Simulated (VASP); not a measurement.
Input of a VASP 6.6.1 run:

File INCAR:

```
SYSTEM = CdP
PREC     = Accurate       ! precision mode
ENCUT    = 500            ! plane-wave cutoff, eV
EDIFF    = 1E-6           ! SCF threshold, eV
ISMEAR   = -1             ! smearing method
SIGMA    = 0.15           ! smearing width, eV
LREAL    = .False.        ! projectors in reciprocal space
LASPH    = .True.         ! aspherical terms in the spheres
NELM     = 120            ! most SCF steps
ALGO     = Normal         ! electronic algorithm
ISIF     = 2              ! what is computed and relaxed
LWAVE    = .False.        ! write WAVECAR
LCHARG   = .False.        ! write CHGCAR
GGA      = PE             ! functional
NBANDS   = 16             ! bands
GGA_COMPAT= .False.
```

The input KPOINTS:

```
Automatic mesh
0
Gamma
  2 2 1
  0.5 0.5 0
```

File POSCAR:

```
CdP
1.0
    4.2305250000     -0.0773570000     -0.0357120000
   -2.1822560000      3.7230560000      0.0141870000
   -0.0486120000     -0.0057670000      5.8307610000
Cd P
1 1
Direct
    0.5534480000      0.3513170000      0.1418850000
    0.9061210000      1.0272590000      0.1508190000
```

Potentials or basis: VASP PAW PBE potentials, release 64 (Cd, P).

Command:

```bash
$ cat potpaw_PBE.64/Cd/POTCAR potpaw_PBE.64/P/POTCAR > POTCAR
$ mpirun -np 1 vasp_std > vasp.out
```

(1) Estimate the largest force.

(2) What does it give for the pressure?

## Answers

(1) 1.452 eV/Å.

(2) 2.1 GPa.

Caveat: the k points lie up to 1.08 Å⁻¹ apart; forces of over 1 eV/Å act on the atoms, so gaps and moduli don't describe the material at rest.
